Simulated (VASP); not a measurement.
# MgO (I4mm) in VASP: notebook

Runs on MgO. Level: PBEsol. Tasks: single point.

Everything below comes from runs of VASP 6.6.1. Logs are shortened: lines on timing, memory, paths and dates and some standing lists are left out, and cuts for length are marked.

## Step 1: The cell of the first run

Symmetry: I4mm, No. 107, tetragonal system. The conventional cell has a = 3.020 Å, b = 3.020 Å, c = 4.270 Å, α = 90.00°, β = 90.00°, γ = 90.00°. Mg (site symmetry 4mm) has 6 O at 2.06 to 2.21 Å within 2.7 Å. Within 2.7 Å of O (site symmetry 4mm) lie 6 Mg at 2.06 to 2.21 Å.

## Step 2: Single point, PBEsol

INCAR reads:

```
ALGO = Normal
EDIFF = 1E-6
ENCUT = 520
GGA = PS
ISIF = 2
ISMEAR = 0
LASPH = T
LCHARG = F
LREAL = F
LWAVE = F
NBANDS = 11
NELM = 80
PREC = Accurate
SIGMA = 0.05
```

KPOINTS reads:

```
k-points
0
Gamma
  10 10 10
```

POSCAR reads:

```
MgO
1.0
    0.0000000000      2.1351500000      2.1351500000
    2.1351500000      0.0000000000      2.1351500000
    2.1351500000      2.1351500000      0.0000000000
Mg O
1 1
Direct
   -0.0175631689     -0.0175631689      0.0175631689
    0.5000000000      0.5000000000      0.5000000000
```

Potentials or basis: VASP PAW PBE potentials, release 64 (Mg, O).

Command:

```sh
$ cat potpaw_PBE.64/Mg/POTCAR potpaw_PBE.64/O/POTCAR > POTCAR
$ mpirun -np 1 vasp_std > vasp.out
```

OUTCAR:

```text
EDIFF = 1E-6
   ENCUT = 520
   GGA = PS
   ISIF = 2
   ISMEAR = 0
   LASPH = T
   LREAL = F
   NELM = 80
   PREC = Accurate

 ion  position               nearest neighbor table
   1  0.982  0.982  0.018-   2 2.06   2 2.14   2 2.14   2 2.14   2 2.14   2 2.21
   2  0.500  0.500  0.500-   1 2.06   1 2.14   1 2.14   1 2.14   1 2.14   1 2.21

  LATTYP: Found a face centered cubic cell.
 ALAT       =     4.2703000000

  Lattice vectors:

 A1 = (   0.0000000000,   2.1351500000,   2.1351500000)
 A2 = (   2.1351500000,   0.0000000000,   2.1351500000)
 A3 = (   2.1351500000,   2.1351500000,   0.0000000000)

Analysis of symmetry for initial positions (statically):
=====================================================================
 Subroutine PRICEL returns:
 Original cell was already a primitive cell.

 Routine SETGRP: Setting up the symmetry group for a
 face centered cubic supercell.

 Subroutine GETGRP returns: Found  8 space group operations
 (whereof  8 operations were pure point group operations)
 out of a pool of 48 trial point group operations.

The static configuration has the point symmetry C_4v.

Analysis of symmetry for dynamics (positions and initial velocities):
=====================================================================
 Subroutine PRICEL returns:
 Original cell was already a primitive cell.

 Routine SETGRP: Setting up the symmetry group for a
 face centered cubic supercell.

 Subroutine GETGRP returns: Found  8 space group operations
 (whereof  8 operations were pure point group operations)
 out of a pool of 48 trial point group operations.

The dynamic configuration has the point symmetry C_4v.

 Subroutine INISYM returns: Found  8 space group operations
 (whereof  8 operations are pure point group operations),
 and found     1 'primitive' translations

----------------------------------------------------------------------------------------

                                     Primitive cell

  volume of cell :      19.4677

  direct lattice vectors                    reciprocal lattice vectors
     0.000000000  2.135150000  2.135150000    -0.234175585  0.234175585  0.234175585
     2.135150000  0.000000000  2.135150000     0.234175585 -0.234175585  0.234175585
     2.135150000  2.135150000  0.000000000     0.234175585  0.234175585 -0.234175585

  length of vectors
     3.019558088  3.019558088  3.019558088     0.405604011  0.405604011  0.405604011

  position of ions in fractional coordinates (direct lattice)
     0.982436831  0.982436831  0.017563169
     0.500000000  0.500000000  0.500000000

  ion indices of the primitive-cell ions
   primitive index   ion index
                 1           1
                 2           2

----------------------------------------------------------------------------------------

 KPOINTS: k-points

Automatic generation of k-mesh.
 Grid dimensions read from file:
 generate k-points for:   10   10   10

 Generating k-lattice:

  Cartesian coordinates                     Fractional coordinates (reciprocal lattice)
    -0.023417558  0.023417558  0.023417558     0.100000000  0.000000000  0.000000000
     0.023417558 -0.023417558  0.023417558     0.000000000  0.100000000  0.000000000
     0.023417558  0.023417558 -0.023417558     0.000000000  0.000000000  0.100000000

  Length of vectors
     0.040560401  0.040560401  0.040560401

  Shift w.r.t. Gamma in fractional coordinates (k-lattice)
     0.000000000  0.000000000  0.000000000

 Subroutine IBZKPT returns following result:
 ===========================================

 Found    102 irreducible k-points:

 Following reciprocal coordinates:
            Coordinates               Weight
  0.000000  0.000000  0.000000      1.000000
  0.100000  0.000000  0.000000      8.000000
  0.200000  0.000000  0.000000      8.000000
  0.300000  0.000000  0.000000      8.000000
  0.400000  0.000000  0.000000      8.000000
  0.500000  0.000000  0.000000      4.000000
[... 16 lines left out ...]
 -0.100000  0.100000  0.000000      4.000000
  0.000000 -0.100000  0.100000      8.000000
 [... further k-points ...]
   k-points           NKPTS =    102   k-points in BZ     NKDIM =    102   number of bands    NBANDS=     11
   number of dos      NEDOS =    301   number of ions     NIONS =      2
   total plane-waves  NPLWV =  13824
   dimension x,y,z NGX =    24 NGY =   24 NGZ =   24
   dimension x,y,z NGXF=    48 NGYF=   48 NGZF=   48
   ions per type =               1   1
   NGX,Y,Z   is equivalent  to a cutoff of  13.21, 13.21, 13.21 a.u.
   NGXF,Y,Z  is equivalent  to a cutoff of  26.43, 26.43, 26.43 a.u.
 SYSTEM =  unknown system
   PREC   = accura    normal or accurate (medium, high low for compatibility)
   ISTART =      0    job   : 0-new  1-cont  2-samecut
   ICHARG =      2    charge: 1-file 2-atom 10-const
   ISPIN  =      1    spin polarized calculation?
   LNONCOLLINEAR =      F non collinear calculations
   LSORBIT =      F    spin-orbit coupling
   LASPH  =      T    aspherical Exc in radial PAW
   ENCUT  =  520.0 eV  38.22 Ry    6.18 a.u.   5.61  5.61  5.61*2*pi/ulx,y,z
   NELM   =     80;   NELMIN=  2; NELMDL= -5     # of ELM steps
   EDIFF  = 0.1E-05   stopping-criterion for ELM
   LREAL  =      F    real-space projection
   EDIFFG = 0.1E-04   stopping-criterion for IOM
   NSW    =      0    number of steps for IOM
   IBRION =     -1    ionic relax: 0-MD 1-quasi-New 2-CG
   NFREE  =      0    steps in history (QN), initial steepest desc. (CG)
   ISIF   =      2    stress and relaxation
   ISYM   =      2    0-nonsym 1-usesym 2-fastsym
   POTIM  = 0.5000    time-step for ionic-motion
   TEBEG  =    0.0;   TEEND  =   0.0 temperature during run
   PSTRESS=    0.0 pullay stress
   NELECT =       8.0000    total number of electrons
   NUPDOWN=      -1.0000    fix difference up-down
   EMIN   =  10.00;   EMAX   =-10.00  energy-range for DOS
   EFERMI =   0.00;   METHOD = LEGACY
   ISMEAR =     0;   SIGMA  =   0.05  broadening in eV -4-tet -1-fermi 0-gaus
   EFERMI_NEDOS =   21; number of points for ismear=-14 and -15
   IALGO  =     38    algorithm
   IMIX   =      4    mixing-type and parameters
     AMIX     =   0.40;   BMIX     =  1.00
     AMIX_MAG =   1.60;   BMIX_MAG =  1.00
  volume/ion in A,a.u.               =       9.73        65.69
  Fermi-wavevector in a.u.,A,eV,Ry     =   1.217119  2.300022 20.155386  1.481379
  Thomas-Fermi vector in A             =   2.352450
   LORBIT       =      0    0 simple, 1 ext, 2 COOP (PROOUT), +10 PAW based schemes
   GGA     = PS    functional components
   LHFCALC =     F    Hartree Fock is set to
   AEXX    =    0.0000 exact exchange contribution
   IVDW    =     0    specifies the selected vdW correction
   LEPSILON=     F    determine dielectric tensor
   LRPA    =     F    only Hartree local field effects (RPA)
 non-spin polarized calculation
 Gauss-broadening in eV      SIGMA  =   0.05
  energy-cutoff  :      520.00
  volume of cell :       19.47
 maximum number of plane-waves:       544
   NGX = 11   NGY = 11   NGZ = 11

 number of electron       8.0000002 magnetization

 Free energy of the ion-electron system (eV)
  ---------------------------------------------------
  ext. energy  EPLUGINS =         0.00000000
  ---------------------------------------------------
  free energy    TOTEN  =       -12.48417989 eV

  energy without entropy =      -12.48417989  energy(sigma->0) =      -12.48417989

 E-fermi :   3.0342     XC(G=0): -11.1107

 val. band max:        2.7602571722   @ k =   0.0000   0.0000   0.0000
 cond. band min:       7.0063882931   @ k =   0.0000   0.0000   0.0000
 fundamental gap:      4.2461311209
 Fermi energy:         3.0342307457

 k-point     1 :       0.0000    0.0000    0.0000
  band No.  band energies     occupation
      1     -14.2351      2.00000
      2       2.7523      2.00000
      3       2.7603      2.00000
      4       2.7603      2.00000
      5       7.0064      0.00000
      6      18.1771      0.00000
      7      18.1883      0.00000
      8      18.1883      0.00000
      9      21.8918      0.00000
     10      23.7434      0.00000
     11      23.7553      0.00000

 k-point     2 :       0.1000    0.0000    0.0000
  band No.  band energies     occupation
      1     -14.1351      2.00000
      2       2.1006      2.00000
      3       2.6936      2.00000
      4       2.6969      2.00000
      5       7.6454      0.00000
      6      16.9230      0.00000
      7      18.4077      0.00000
      8      18.4120      0.00000
      9      22.9558      0.00000
     10      22.9681      0.00000
     11      23.5099      0.00000

 k-point     3 :       0.2000    0.0000    0.0000
  band No.  band energies     occupation
      1     -13.8602      2.00000
      2       0.8060      2.00000
      3       2.5330      2.00000
      4       2.5363      2.00000
      5       8.8424      0.00000
      6      15.3980      0.00000
      7      18.8353      0.00000
      8      18.8424      0.00000
      9      22.2562      0.00000
     10      22.2812      0.00000
     11      24.2454      0.00000

 k-point     4 :       0.3000    0.0000    0.0000
  band No.  band energies     occupation
      1     -13.4902      2.00000
      2      -0.4697      2.00000
      3       2.3439      2.00000
      4       2.3472      2.00000
      5       9.7956      0.00000
      6      14.6530      0.00000
      7      18.8880      0.00000
      8      18.8888      0.00000
      9      22.7068      0.00000
     10      22.7204      0.00000
     11      23.6456      0.00000
[... 239 lines left out ...]
 k-point    22 :       0.0000   -0.2000    0.1000
  band No.  band energies     occupation
      1     -13.6721      2.00000
      2       0.2879      2.00000
      3       2.1223      2.00000
      4       2.4972      2.00000
      5       9.5862      0.00000
      6      14.8122      0.00000
      7      18.3135      0.00000
      8      19.4177      0.00000
      9      21.0347      0.00000
     10      23.1194      0.00000
     11      25.2530      0.00000

 k-point    23 :      -0.1000    0.1000    0.0000
  band No.  band energies     occupation
      1     -13.9774      2.00000
      2       1.3905      2.00000
      3       2.4371      2.00000
      4       2.6524      2.00000
      5       8.4475      0.00000
      6      15.8539      0.00000
      7      18.5069      0.00000
      8      18.8321      0.00000
      9      21.5890      0.00000
     10      23.0596      0.00000
     11      24.9534      0.00000

 k-point    24 :       0.0000   -0.1000    0.1000
  band No.  band energies     occupation
      1     -13.9773      2.00000
      2       1.3920      2.00000
      3       2.4389      2.00000
      4       2.6497      2.00000
      5       8.4433      0.00000
      6      15.8596      0.00000
      7      18.4998      0.00000
      8      18.8375      0.00000
      9      21.6208      0.00000
     10      23.0572      0.00000
     11      24.9096      0.00000

 [... further k-points ...]
[... 5 lines left out ...]
  --------------------------------------------------------------------------------------
  -------------------------------------------------------------------------------------
  Total       -0.7798240     -0.7798240     -0.5715896      0.0000000      0.0000000      0.0000000
  in kB      -64.1788660    -64.1788660    -47.0413488      0.0000000      0.0000000      0.0000000
  external PRESSURE =     -58.4663602 kB  Pullay stress =       0.0000000 kB

 VOLUME and BASIS-vectors are now :
 -----------------------------------------------------------------------------
  energy-cutoff  :      520.00
  volume of cell :       19.47
      direct lattice vectors                 reciprocal lattice vectors
     0.000000000  2.135150000  2.135150000    -0.234175585  0.234175585  0.234175585
     2.135150000  0.000000000  2.135150000     0.234175585 -0.234175585  0.234175585
     2.135150000  2.135150000  0.000000000     0.234175585  0.234175585 -0.234175585

 POSITION                                       TOTAL-FORCE (eV/Angst)
 -----------------------------------------------------------------------------------
      2.13515      2.13515      4.19530         0.000000      0.000000      0.344933
      2.13515      2.13515      2.13515         0.000000      0.000000     -0.344933
 -----------------------------------------------------------------------------------
    total drift:                               -0.000000     -0.000000     -0.000325

  FREE ENERGIE OF THE ION-ELECTRON SYSTEM (eV)
  ---------------------------------------------------
  free  energy   TOTEN  =       -12.4841798885 eV

  energy  without entropy=      -12.4841798885  energy(sigma->0) =      -12.48417989
```

It took 14 s on 1 thread of AMD EPYC 9R45 (Zen 5), shared host; peak memory 0.12 GiB.

What came out:

```yaml
Free_energy: -12.4842 eV
Pressure: -5.8 GPa
Largest_force: 0.345 eV/Å
Band_gap_on_the_k_mesh: 4.25 eV, direct
```

Forces on the atoms (eV/Å):
```
Mg   0.000  0.000  0.345
O    0.000  0.000 -0.345
```

Caveat: the cell differs from its parent crystal (all Mg atoms moved +0.075 Å, as atom 1 towards its neighbour atom 2 (O) at 2.135 Å); the PAW data sets were made with another functional, which shifts forces and pressure a little.

## Step 3: Single point, PBEsol

INCAR reads:

```
SYSTEM = MgO
PREC = Accurate ; ENCUT = 520
EDIFF = 1E-6 ; ISMEAR = 0
SIGMA = 0.05 ; LREAL = .False.
LASPH = .True. ; NELM = 80
ALGO = Normal ; ISIF = 2
LWAVE = .False. ; LCHARG = .True.
GGA = PS ; LELF = .True.
LVHAR = .True. ; NBANDS = 11
```

KPOINTS reads:

```
Automatic mesh
0
Gamma
  10 10 10
  0 0 0
```

Edit POSCAR of step 2 so:

```diff
@@ -8,3 +8,3 @@
 Direct
-   -0.0175631689     -0.0175631689      0.0175631689
+   -0.0263447533     -0.0263447533      0.0263447533
     0.5000000000      0.5000000000      0.5000000000
```

Potentials or basis: VASP PAW PBE potentials, release 64 (Mg, O).

Command:

```sh
$ cat potpaw_PBE.64/Mg/POTCAR potpaw_PBE.64/O/POTCAR > POTCAR
$ mpirun -np 1 vasp_std > vasp.out
```

OUTCAR:

```text
SYSTEM = MgO
   PREC = Accurate
   ENCUT = 520
   EDIFF = 1E-6
   ISMEAR = 0
   LREAL = .False.
   LASPH = .True.
   NELM = 80
   ISIF = 2
   GGA = PS

 ion  position               nearest neighbor table
   1  0.974  0.974  0.026-   2 2.02   2 2.14   2 2.14   2 2.14   2 2.14   2 2.25
   2  0.500  0.500  0.500-   1 2.02   1 2.14   1 2.14   1 2.14   1 2.14   1 2.25

  LATTYP: Found a face centered cubic cell.
 ALAT       =     4.2703000000

  Lattice vectors:

 A1 = (   0.0000000000,   2.1351500000,   2.1351500000)
 A2 = (   2.1351500000,   0.0000000000,   2.1351500000)
[... 522 lines left out ...]

  FORCE on cell =-STRESS in cart. coord.  units (eV):
  Direction    XX          YY          ZZ          XY          YZ          ZX
  --------------------------------------------------------------------------------------
  -------------------------------------------------------------------------------------
  Total       -0.7825895     -0.7825895     -0.3111030      0.0000000      0.0000000      0.0000000
  in kB      -64.4064633    -64.4064633    -25.6035181      0.0000000      0.0000000      0.0000000
  external PRESSURE =     -51.4721482 kB  Pullay stress =       0.0000000 kB

 VOLUME and BASIS-vectors are now :
 -----------------------------------------------------------------------------
  energy-cutoff  :      520.00
  volume of cell :       19.47
      direct lattice vectors                 reciprocal lattice vectors
     0.000000000  2.135150000  2.135150000    -0.234175585  0.234175585  0.234175585
     2.135150000  0.000000000  2.135150000     0.234175585 -0.234175585  0.234175585
     2.135150000  2.135150000  0.000000000     0.234175585  0.234175585 -0.234175585

 POSITION                                       TOTAL-FORCE (eV/Angst)
 -----------------------------------------------------------------------------------
      2.13515      2.13515      4.15780         0.000000      0.000000      0.544739
      2.13515      2.13515      2.13515         0.000000      0.000000     -0.544739
 -----------------------------------------------------------------------------------
    total drift:                               -0.000000     -0.000000     -0.000760

  FREE ENERGIE OF THE ION-ELECTRON SYSTEM (eV)
  ---------------------------------------------------
  free  energy   TOTEN  =       -12.4675803267 eV

  energy  without entropy=      -12.4675803267  energy(sigma->0) =      -12.46758033
```

OSZICAR:

```text
N       E                     dE             d eps       ncg     rms          rms(c)
DAV:   1     0.161474987161E+02    0.16147E+02   -0.45099E+03  2495   0.643E+02
DAV:   2    -0.131446616101E+02   -0.29292E+02   -0.28622E+02  2615   0.138E+02
DAV:   3    -0.138645926091E+02   -0.71993E+00   -0.71922E+00  2717   0.192E+01
DAV:   4    -0.138662708541E+02   -0.16782E-02   -0.16782E-02  2442   0.108E+00
DAV:   5    -0.138662762709E+02   -0.54168E-05   -0.54168E-05  2661   0.596E-02    0.667E+00
DAV:   6    -0.125071060582E+02    0.13592E+01   -0.80029E+00  2355   0.151E+01    0.226E+00
DAV:   7    -0.124820683085E+02    0.25038E-01   -0.61929E-02  2511   0.216E+00    0.132E+00
DAV:   8    -0.124680692006E+02    0.13999E-01   -0.27592E-02  2367   0.185E+00    0.245E-01
DAV:   9    -0.124676634701E+02    0.40573E-03   -0.62854E-04  2592   0.178E-01    0.139E-01
DAV:  10    -0.124675795838E+02    0.83886E-04   -0.42802E-04  2544   0.157E-01    0.872E-03
DAV:  11    -0.124675803267E+02   -0.74291E-06   -0.41319E-06  2520   0.181E-02
   1 F= -.12467580E+02 E0= -.12467580E+02  d E =-.117164E-17
```

Run time: 15 s. Hardware: 1 thread of AMD EPYC 9R45 (Zen 5), shared host; peak memory 0.12 GiB.

What came out:

```
Free energy            : -12.4676 eV
Pressure               : -5.1 GPa
Largest force          : 0.545 eV/Å
Band gap on the k mesh : 4.25 eV, direct
```

Forces on the atoms (eV/Å):
```
Mg   0.000  0.000  0.545
O    0.000  0.000 -0.545
```

Caveat: the cell differs from its parent crystal (all Mg atoms moved +0.113 Å, as atom 1 towards its neighbour atom 2 (O) at 2.135 Å); the PAW data sets were made with another functional, which shifts forces and pressure a little.

## Step 4: Single point, PBEsol

INCAR reads:

```
SYSTEM = MgO
ALGO = Normal
EDIFF = 1E-6
ENCUT = 520
GGA = PS
ISIF = 2
ISMEAR = 0
LASPH = .TRUE.
LCHARG = .FALSE.
LREAL = .FALSE.
LWAVE = .FALSE.
NBANDS = 11
NELM = 100
PREC = Accurate
SIGMA = 0.05
```

KPOINTS reads:

```
k-points
0
G
  10 10 10
  0 0 0
```

Edit POSCAR of step 3 so:

```diff
@@ -8,3 +8,3 @@
 Direct
-   -0.0263447533     -0.0263447533      0.0263447533
+   -0.0087815844     -0.0087815844      0.0087815844
     0.5000000000      0.5000000000      0.5000000000
```

Command:

```sh
$ cat potpaw_PBE.64/Mg/POTCAR potpaw_PBE.64/O/POTCAR > POTCAR
$ mpirun -np 1 vasp_std > vasp.out
```

Wall time 16 s (1 thread of AMD EPYC 9R45 (Zen 5), shared host); peak memory 0.12 GiB.

The run converged. Its results:

| Property | Result |
| --- | --- |
| Free energy | -12.4937 eV |
| Pressure | -6.2 GPa |
| Largest force | 0.167 eV/Å |
| Band gap on the k mesh | 4.25 eV, direct |

Forces in eV/Å, atoms in the order of the input:
```
Mg   0.000  0.000  0.167
O    0.000  0.000 -0.167
```

Stress tensor (GPa, compression positive):
```
-6.35  0.00  0.00
 0.00 -6.35  0.00
 0.00  0.00 -5.93
```

Levels at points of the mesh, in eV from the valence-band top:
```csv
k point,band 1,band 2,band 3,band 4,band 5,band 6,band 7,band 8
"(0.00, 0.00, 0.00)",-17.00,0.00,0.00,0.00,4.25,15.41,15.41,15.41
"(0.50, 0.00, 0.00)",-15.79,-4.50,-0.62,-0.62,7.49,12.04,15.76,15.77
"(0.50, 0.50, 0.00)",-15.54,-3.98,-1.31,-1.31,8.88,9.43,12.55,18.23
"(0.00, 0.50, 0.50)",-15.54,-3.98,-1.31,-1.31,8.88,9.44,12.55,18.23
```

Caveat: the cell differs from its parent crystal (all Mg atoms moved +0.037 Å, as atom 1 towards its neighbour atom 2 (O) at 2.135 Å); the PAW data sets were made with another functional, which shifts forces and pressure a little.
